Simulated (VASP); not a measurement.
# CuI (I-4m2) in VASP: a series of runs

The runs below take CuI through single point, with PBE, r2SCAN.

All numbers are computed with VASP 6.6.1; they aren't measurements. Logs are shortened: lines on timing, memory, paths and dates and some standing lists are left out, and cuts for length are marked.

### 1 The cell of the first run

Symmetry: I-4m2, No. 119, tetragonal system. The conventional cell has a = 4.260 Å, b = 4.260 Å, c = 5.820 Å, α = 90.00°, β = 90.00°, γ = 90.00°. Cu (site symmetry -4m2) has 4 I at 2.58 Å within 3.4 Å. Within 3.4 Å of I (site symmetry -4m2) lie 4 Cu at 2.58 Å.

### 2 Single point, PBE (uniaxial x strain -3.4%)

The input, INCAR:

```
SYSTEM = CuI
PREC = Accurate
ENCUT = 520
EDIFF = 1E-6
ISMEAR = -1
SIGMA = 0.02
LREAL = .FALSE.
LASPH = .TRUE.
NELM = 100
ALGO = Normal
ISIF = 2
LWAVE = .FALSE.
LCHARG = .FALSE.
GGA = PE
NBANDS = 16
```

The input, KPOINTS:

```
regular mesh
0
G
  8 8 8
  0 0 0
```

The input, POSCAR:

```
CuI
1.0
    0.0000000000      3.0120290197      3.0120290197
    2.9099212359      0.0000000000      3.0120290197
    2.9099212359      3.0120290197      0.0000000000
Cu I
1 1
Direct
    0.0000000000      0.0000000000      0.0000000000
    0.2500000000      0.2500000000      0.2500000000
```

Potentials or basis: VASP PAW PBE potentials, release 64 (Cu, I).

Launch:

```bash
$ cat potpaw_PBE.64/Cu/POTCAR potpaw_PBE.64/I/POTCAR > POTCAR
$ mpirun -np 1 vasp_std > vasp.out
```

OUTCAR:

```text
SYSTEM = CuI
   PREC = Accurate
   ENCUT = 520
   EDIFF = 1E-6
   ISMEAR = -1
   LREAL = .FALSE.
   LASPH = .TRUE.
   NELM = 100
   ISIF = 2
   GGA = PE

 ion  position               nearest neighbor table
   1  0.000  0.000  0.000-   2 2.58   2 2.58   2 2.58   2 2.58
   2  0.250  0.250  0.250-   1 2.58   1 2.58   1 2.58   1 2.58

  LATTYP: Found a body centered tetragonal cell.
 ALAT       =     4.2596522899
 C/A-ratio  =     1.3662717226

  Lattice vectors:

 A1 = (  -2.9099212359,   0.0000000000,  -3.0120290197)
 A2 = (  -2.9099212359,   0.0000000000,   3.0120290197)
 A3 = (   2.9099212359,   3.0120290197,   0.0000000000)

Analysis of symmetry for initial positions (statically):
=====================================================================
 Subroutine PRICEL returns:
 Original cell was already a primitive cell.

 Routine SETGRP: Setting up the symmetry group for a
 body centered tetragonal supercell.

 Subroutine GETGRP returns: Found  8 space group operations
 (whereof  8 operations were pure point group operations)
 out of a pool of 16 trial point group operations.

The static configuration has the point symmetry D_2d.

Analysis of symmetry for dynamics (positions and initial velocities):
=====================================================================
 Subroutine PRICEL returns:
 Original cell was already a primitive cell.

 Routine SETGRP: Setting up the symmetry group for a
 body centered tetragonal supercell.

 Subroutine GETGRP returns: Found  8 space group operations
 (whereof  8 operations were pure point group operations)
 out of a pool of 16 trial point group operations.

The dynamic configuration has the point symmetry D_2d.

 Subroutine INISYM returns: Found  8 space group operations
 (whereof  8 operations are pure point group operations),
 and found     1 'primitive' translations

----------------------------------------------------------------------------------------

                                     Primitive cell

  volume of cell :      52.7995

  direct lattice vectors                    reciprocal lattice vectors
     0.000000000  3.012029020  3.012029020    -0.171825957  0.166001057  0.166001057
[... 74 lines left out ...]
   NGX,Y,Z   is equivalent  to a cutoff of  12.49, 12.70, 12.70 a.u.
   NGXF,Y,Z  is equivalent  to a cutoff of  24.98, 25.40, 25.40 a.u.
 SYSTEM =  CuI
   PREC   = accura    normal or accurate (medium, high low for compatibility)
   ISTART =      0    job   : 0-new  1-cont  2-samecut
   ICHARG =      2    charge: 1-file 2-atom 10-const
   ISPIN  =      1    spin polarized calculation?
   LNONCOLLINEAR =      F non collinear calculations
   LSORBIT =      F    spin-orbit coupling
   LASPH  =      T    aspherical Exc in radial PAW
   ENCUT  =  520.0 eV  38.22 Ry    6.18 a.u.   7.92  7.79  7.79*2*pi/ulx,y,z
   NELM   =    100;   NELMIN=  2; NELMDL= -5     # of ELM steps
   EDIFF  = 0.1E-05   stopping-criterion for ELM
   LREAL  =      F    real-space projection
   EDIFFG = 0.1E-04   stopping-criterion for IOM
   NSW    =      0    number of steps for IOM
   IBRION =     -1    ionic relax: 0-MD 1-quasi-New 2-CG
   NFREE  =      0    steps in history (QN), initial steepest desc. (CG)
   ISIF   =      2    stress and relaxation
   ISYM   =      2    0-nonsym 1-usesym 2-fastsym
   POTIM  = 0.5000    time-step for ionic-motion
   TEBEG  =    0.0;   TEEND  =   0.0 temperature during run
   PSTRESS=    0.0 pullay stress
   NELECT =      18.0000    total number of electrons
   NUPDOWN=      -1.0000    fix difference up-down
   EMIN   =  10.00;   EMAX   =-10.00  energy-range for DOS
   EFERMI =   0.00;   METHOD = LEGACY
   ISMEAR =    -1;   SIGMA  =   0.02  broadening in eV -4-tet -1-fermi 0-gaus
   EFERMI_NEDOS =   21; number of points for ismear=-14 and -15
   IALGO  =     38    algorithm
   IMIX   =      4    mixing-type and parameters
     AMIX     =   0.40;   BMIX     =  1.00
     AMIX_MAG =   1.60;   BMIX_MAG =  1.00
  volume/ion in A,a.u.               =      26.40       178.15
  Fermi-wavevector in a.u.,A,eV,Ry     =   1.143640  2.161165 17.795214  1.307911
  Thomas-Fermi vector in A             =   2.280334
   LORBIT       =      0    0 simple, 1 ext, 2 COOP (PROOUT), +10 PAW based schemes
   GGA     = PE    functional components
   LHFCALC =     F    Hartree Fock is set to
   AEXX    =    0.0000 exact exchange contribution
   IVDW    =     0    specifies the selected vdW correction
   LEPSILON=     F    determine dielectric tensor
   LRPA    =     F    only Hartree local field effects (RPA)
 non-spin polarized calculation
  energy-cutoff  :      520.00
  volume of cell :       52.80
 maximum number of plane-waves:      1436
   NGX = 15   NGY = 15   NGZ = 15

 number of electron      17.9999995 magnetization

 Free energy of the ion-electron system (eV)
  ---------------------------------------------------
  ext. energy  EPLUGINS =         0.00000000
  ---------------------------------------------------
  free energy    TOTEN  =        -5.53122682 eV

  energy without entropy =       -5.53122682  energy(sigma->0) =       -5.53122682

 E-fermi :   5.4584     XC(G=0):  -9.1898

 val. band max:        5.0622638880   @ k =   0.0000   0.0000   0.0000
 cond. band min:       6.3173425407   @ k =   0.0000   0.0000   0.0000
 fundamental gap:      1.2550786528
 Fermi energy:         5.4583793785

 k-point     1 :       0.0000    0.0000    0.0000
  band No.  band energies     occupation
      1      -9.2733      2.00000
      2       1.1297      2.00000
      3       1.1297      2.00000
      4       1.1676      2.00000
      5       2.9300      2.00000
      6       2.9617      2.00000
[... 433 lines left out ...]
      3       1.0164      2.00000
      4       1.1540      2.00000
      5       2.8967      2.00000
      6       2.9678      2.00000
[... 8 lines left out ...]
     15      14.6730      0.00000
     16      15.6398      0.00000

 [... further k-points ...]
[... 5 lines left out ...]
  --------------------------------------------------------------------------------------
  -------------------------------------------------------------------------------------
  Total        1.0508846      0.8754212      0.8754212     -0.0000000      0.0000000      0.0000000
  in kB       31.8886463     26.5642851     26.5642851     -0.0000000      0.0000000      0.0000000
  external PRESSURE =      28.3390722 kB  Pullay stress =       0.0000000 kB

 VOLUME and BASIS-vectors are now :
 -----------------------------------------------------------------------------
  energy-cutoff  :      520.00
  volume of cell :       52.80
      direct lattice vectors                 reciprocal lattice vectors
     0.000000000  3.012029020  3.012029020    -0.171825957  0.166001057  0.166001057
     2.909921236  0.000000000  3.012029020     0.171825957 -0.166001057  0.166001057
     2.909921236  3.012029020  0.000000000     0.171825957  0.166001057 -0.166001057

 POSITION                                       TOTAL-FORCE (eV/Angst)
 -----------------------------------------------------------------------------------
      0.00000      0.00000      0.00000        -0.000000      0.000000      0.000000
      1.45496      1.50601      1.50601         0.000000     -0.000000     -0.000000
 -----------------------------------------------------------------------------------
    total drift:                               -0.000001     -0.000001     -0.000001

  FREE ENERGIE OF THE ION-ELECTRON SYSTEM (eV)
  ---------------------------------------------------
  free  energy   TOTEN  =        -5.5312268190 eV

  energy  without entropy=       -5.5312268190  energy(sigma->0) =       -5.53122682
```

Wall time 44 s (1 thread of Intel Xeon Platinum 8259CL at 2.50GHz (Skylake/Cascade Lake), shared host); peak memory 0.2 GiB.

Results:

| Item | Value |
| --- | --- |
| Free energy | -5.5312 eV |
| Pressure | 2.8 GPa |
| Band gap on the k mesh | 1.25 eV, direct |

Levels at points of the mesh, in eV from the valence-band top:
| k point | band 7 | band 8 | band 9 | band 10 | band 11 | band 12 |
| --- | --- | --- | --- | --- | --- | --- |
| (0.00, 0.00, 0.00) | -0.06 | -0.06 | 0.00 | 1.26 | 4.77 | 4.77 |
| (0.50, 0.00, 0.00) | -2.03 | -0.87 | -0.80 | 2.16 | 5.21 | 5.48 |
| (0.50, 0.50, 0.00) | -2.01 | -1.76 | -1.68 | 2.62 | 2.93 | 9.42 |
| (0.00, 0.50, 0.50) | -2.02 | -1.73 | -1.73 | 2.47 | 2.67 | 9.72 |

Caveat: the cell differs from its parent crystal (uniaxial x strain -3.4%); spin-orbit coupling is left out, which moves the levels of the heavy elements.

### 3 Single point, r2SCAN (uniaxial x strain -3.4%)

POSCAR is that of step 2.

The input, INCAR.step1:

```
SYSTEM = CuI
PREC     = Accurate       ! precision mode
ENCUT    = 520            ! plane-wave cutoff, eV
ISMEAR   = 0              ! smearing method
SIGMA    = 0.01           ! smearing width, eV
LREAL    = .FALSE.        ! projectors in reciprocal space
LASPH    = .TRUE.         ! aspherical terms in the spheres
NELM     = 100            ! most SCF steps
NBANDS   = 16             ! bands
GGA      = PE             ! functional
ALGO     = Normal         ! electronic algorithm
EDIFF    = 1E-4           ! SCF threshold, eV
LWAVE    = .TRUE.         ! write WAVECAR
LCHARG   = .FALSE.        ! write CHGCAR
```

The input, INCAR.step2:

```
SYSTEM = CuI
PREC     = Accurate       ! precision mode
ENCUT    = 520            ! plane-wave cutoff, eV
EDIFF    = 1E-6           ! SCF threshold, eV
ISMEAR   = 0              ! smearing method
SIGMA    = 0.01           ! smearing width, eV
LREAL    = .FALSE.        ! projectors in reciprocal space
LASPH    = .TRUE.         ! aspherical terms in the spheres
NELM     = 100            ! most SCF steps
ALGO     = Normal         ! electronic algorithm
ISIF     = 2              ! what is computed and relaxed
LWAVE    = .FALSE.        ! write WAVECAR
LCHARG   = .FALSE.        ! write CHGCAR
METAGGA  = R2SCAN         ! meta-GGA
LMIXTAU  = .TRUE.       
NBANDS   = 16             ! bands
ISTART   = 1
```

The input, KPOINTS:

```
Automatic mesh
0
G
  8 8 8
  0 0 0
```

Potentials or basis: VASP PAW PBE potentials, release 64 (Cu, I).

Launch:

```bash
$ cat potpaw_PBE.64/Cu/POTCAR potpaw_PBE.64/I/POTCAR > POTCAR
$ cp INCAR.step1 INCAR
$ mpirun -np 1 vasp_std > vasp.out
$ cp INCAR.step2 INCAR
$ mpirun -np 1 vasp_std > vasp.out
```

OUTCAR:

```text
SYSTEM = CuI
   PREC = Accurate
   ENCUT = 520
   EDIFF = 1E-6
   ISMEAR = 0
   LREAL = .FALSE.
   LASPH = .TRUE.
   NELM = 100
   ISIF = 2
   METAGGA = R2SCAN
   ISTART = 1

 ion  position               nearest neighbor table
   1  0.000  0.000  0.000-   2 2.58   2 2.58   2 2.58   2 2.58
   2  0.250  0.250  0.250-   1 2.58   1 2.58   1 2.58   1 2.58

  LATTYP: Found a body centered tetragonal cell.
 ALAT       =     4.2596522899
 C/A-ratio  =     1.3662717226

  Lattice vectors:

 A1 = (  -2.9099212359,   0.0000000000,  -3.0120290197)
 A2 = (  -2.9099212359,   0.0000000000,   3.0120290197)
 A3 = (   2.9099212359,   3.0120290197,   0.0000000000)

Analysis of symmetry for initial positions (statically):
=====================================================================
 Subroutine PRICEL returns:
 Original cell was already a primitive cell.

 Routine SETGRP: Setting up the symmetry group for a
 body centered tetragonal supercell.

 Subroutine GETGRP returns: Found  8 space group operations
 (whereof  8 operations were pure point group operations)
 out of a pool of 16 trial point group operations.
[... 157 lines left out ...]
  ext. energy  EPLUGINS =         0.00000000
  ---------------------------------------------------
  free energy    TOTEN  =       -35.78424822 eV

  energy without entropy =      -35.78424822  energy(sigma->0) =      -35.78424822

 E-fermi :   4.9644     XC(G=0):  -9.7181

 val. band max:        4.8933896392   @ k =   0.0000   0.0000   0.0000
 cond. band min:       6.6340897800   @ k =   0.0000   0.0000   0.0000
 fundamental gap:      1.7407001407
 Fermi energy:         4.9643720503

 k-point     1 :       0.0000    0.0000    0.0000
  band No.  band energies     occupation
      1      -9.9678      2.00000
      2       0.7944      2.00000
      3       0.7944      2.00000
      4       0.8343      2.00000
      5       2.7736      2.00000
      6       2.8040      2.00000
[... 433 lines left out ...]
      3       0.6693      2.00000
      4       0.8148      2.00000
      5       2.7386      2.00000
      6       2.8107      2.00000
[... 8 lines left out ...]
     15      15.0285      0.00000
     16      15.9740      0.00000

 [... further k-points ...]
[... 5 lines left out ...]
  --------------------------------------------------------------------------------------
  -------------------------------------------------------------------------------------
  Total        0.6397625      0.4530413      0.4530413      0.0000000      0.0000000     -0.0000000
  in kB       19.4133203     13.7473464     13.7473464      0.0000000      0.0000000     -0.0000000
  external PRESSURE =      15.6360044 kB  Pullay stress =       0.0000000 kB

 VOLUME and BASIS-vectors are now :
 -----------------------------------------------------------------------------
  energy-cutoff  :      520.00
  volume of cell :       52.80
      direct lattice vectors                 reciprocal lattice vectors
     0.000000000  3.012029020  3.012029020    -0.171825957  0.166001057  0.166001057
     2.909921236  0.000000000  3.012029020     0.171825957 -0.166001057  0.166001057
     2.909921236  3.012029020  0.000000000     0.171825957  0.166001057 -0.166001057

 POSITION                                       TOTAL-FORCE (eV/Angst)
 -----------------------------------------------------------------------------------
      0.00000      0.00000      0.00000        -0.000000     -0.000000     -0.000000
      1.45496      1.50601      1.50601         0.000000      0.000000      0.000000
 -----------------------------------------------------------------------------------
    total drift:                                0.000000      0.000022      0.000022

  FREE ENERGIE OF THE ION-ELECTRON SYSTEM (eV)
  ---------------------------------------------------
  free  energy   TOTEN  =       -35.7842482179 eV

  energy  without entropy=      -35.7842482179  energy(sigma->0) =      -35.78424822
```

OUTCAR.step1:

```text
SYSTEM = CuI
   PREC = Accurate
   ENCUT = 520
   ISMEAR = 0
   LREAL = .FALSE.
   LASPH = .TRUE.
[... 678 lines left out ...]
      0.00000      0.00000      0.00000        -0.000000     -0.000000      0.000000
      1.45496      1.50601      1.50601         0.000000      0.000000     -0.000000
 -----------------------------------------------------------------------------------
    total drift:                               -0.000000     -0.000000     -0.000000

  FREE ENERGIE OF THE ION-ELECTRON SYSTEM (eV)
  ---------------------------------------------------
  free  energy   TOTEN  =        -5.5312274355 eV

  energy  without entropy=       -5.5312274355  energy(sigma->0) =       -5.53122744
```

OSZICAR.step1:

```text
N       E                     dE             d eps       ncg     rms          rms(c)
DAV:   1     0.101986771600E+03    0.10199E+03   -0.78838E+03  1888   0.122E+03
DAV:   2     0.890469152381E+00   -0.10110E+03   -0.92204E+02  2032   0.231E+02
DAV:   3    -0.558145333582E+01   -0.64719E+01   -0.64022E+01  2496   0.645E+01
DAV:   4    -0.577888421581E+01   -0.19743E+00   -0.19738E+00  2624   0.101E+01
DAV:   5    -0.578242734234E+01   -0.35431E-02   -0.35431E-02  2704   0.133E+00    0.573E+00
DAV:   6    -0.569960306158E+01    0.82824E-01   -0.30050E+00  2008   0.479E+01    0.369E+00
DAV:   7    -0.553283183552E+01    0.16677E+00   -0.72453E-01  2056   0.288E+01    0.184E+00
DAV:   8    -0.553371157536E+01   -0.87974E-03   -0.37171E-02  3024   0.278E+00    0.472E-01
DAV:   9    -0.553103048149E+01    0.26811E-02   -0.10447E-02  2352   0.307E+00    0.127E-01
DAV:  10    -0.553121073680E+01   -0.18026E-03   -0.61439E-04  2480   0.242E-01    0.515E-02
DAV:  11    -0.553122743548E+01   -0.16699E-04   -0.24478E-04  2344   0.448E-01
   1 F= -.55312274E+01 E0= -.55312274E+01  d E =-.639691E-49
```

It took 2.1 min on 1 thread of Intel Xeon Platinum 8259CL at 2.50GHz (Skylake/Cascade Lake), shared host; peak memory 0.22 GiB.

Results:

```yaml
Free_energy: -35.7842 eV
Pressure: 1.6 GPa
Band_gap_on_the_k_mesh: 1.74 eV, direct
```

Stress tensor (GPa, compression positive):
```
1.94 0.00 0.00
0.00 1.37 0.00
0.00 0.00 1.37
```

Caveat: the cell differs from its parent crystal (uniaxial x strain -3.4%); the PAW data sets were made with another functional, which shifts forces and pressure a little; spin-orbit coupling is left out, which moves the levels of the heavy elements.
